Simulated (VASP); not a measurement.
Crystal: MgS.

```
CELL_PARAMETERS angstrom
0.00000 2.83312 2.83312
2.83312 0.00000 2.83312
2.83312 2.83312 0.00000
ATOMIC_POSITIONS crystal
S 0.25000 0.25000 0.25000
Mg 0.00000 0.00000 0.00000
```

* Program: VASP 6.6.1
* Task: relaxation of cell and atoms
* Functional: revPBE
* Potentials or basis: VASP PAW PBE potentials, release 64 (S, Mg)
* Cutoff: 600 eV
* k mesh: 8 × 8 × 8
* Occupations: fermi-dirac, width 0.05 eV
* Spin: no spin polarisation

At the start: pressure 2.1 GPa; volume 22.74 Å³/atom.

Task: How do energy, volume and symmetry change on relaxing?

Result: Over 3 steps the energy falls by 5.4 meV/atom and the volume is 23.59 Å³/atom (+3.7 %); space group F-43m (No. 216, to 0.05 Å).

Step by step:
```tsv
step	energy change (eV)	largest force (eV/Å)	pressure (GPa)	volume (Å³)
1	0.0000	0.0000	2.09	45.48
2	-0.0104	0.0000	-0.32	47.47
3	-0.0107	0.0000	0.00	47.18
```

Final structure:
```
S Mg
1.0
     0.00000    2.86789    2.86789
     2.86789    0.00000    2.86789
     2.86789    2.86789    0.00000
S Mg
1 1
Direct
  0.25000 0.25000 0.25000
  0.00000 0.00000 0.00000
```

Caveat: the PAW data sets were made with another functional, which shifts forces and pressure a little.
